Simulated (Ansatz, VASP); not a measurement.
# BaRe: VASP beside Ansatz

Contents of INCAR:

```
  ALGO = Normal
  EDIFF = 1E-6
  ENCUT = 560
  GGA = PE
  GGA_COMPAT = False
  ISIF = 2
  ISMEAR = 0
  LASPH = True
  LCHARG = False
  LREAL = False
  LWAVE = False
  NBANDS = 20
  NELM = 120
  PREC = Accurate
  SIGMA = 0.05
```

The input KPOINTS:

```
k-points
0
Gamma
  8 8 8
```

POSCAR

```
BaRe
1.0
    3.6537913502      0.0000000000      0.0000000000
    0.0000000000      3.6537913502      0.0000000000
    0.0000000000      0.0000000000      3.6537913502
Ba Re
1 1
Direct
    0.0000000000      0.0000000000      0.0000000000
    0.5000000000      0.5000000000      0.5000000000
```

Input for Ansatz:

```yaml
crystal:
  lattice:
    - [3.6537913502, 0.0, 0.0]
    - [0.0, 3.6537913502, 0.0]
    - [0.0, 0.0, 3.6537913502]
  atoms:
    - { symbol: Ba, position: [0.0, 0.0, 0.0] }
    - { symbol: Re, position: [0.5, 0.5, 0.5] }
basis:
  ecutwfc: 420
  ecutrho_ratio: 4
kpoints:
  mp_grid: { grid: [8, 8, 8] }
hamiltonian:
  xc: pbe
scf:
  occupations: { method: gaussian, width: 0.05 }
output:
  forces: true
  stress: true
  eigenvalues: true
```

Alike in both runs: task single point; functional PBE; k mesh 8 × 8 × 8; occupations gaussian, width 0.05 eV; no spin polarisation.

|  | VASP | Ansatz |
| --- | --- | --- |
| version | VASP 6.6.1 | Ansatz 0.2.0 |
| potentials or method | VASP PAW PBE potentials, release 64 (Ba_sv, Re_sv_GW), cutoff 560 eV | scalar-relativistic, plane waves, PAW |
| valence electrons in the cell | 25 | 25 |

|  | VASP | Ansatz | Ansatz less VASP |
| --- | --- | --- | --- |
| gap on the k mesh at the Fermi level (eV) | none | none | - |
| pressure (GPa) | 4.6 | 2.8 | -1.79 |

A gap of «none» marks a metal or a gap that the smearing closes.

Neither program's run includes spin-orbit coupling.
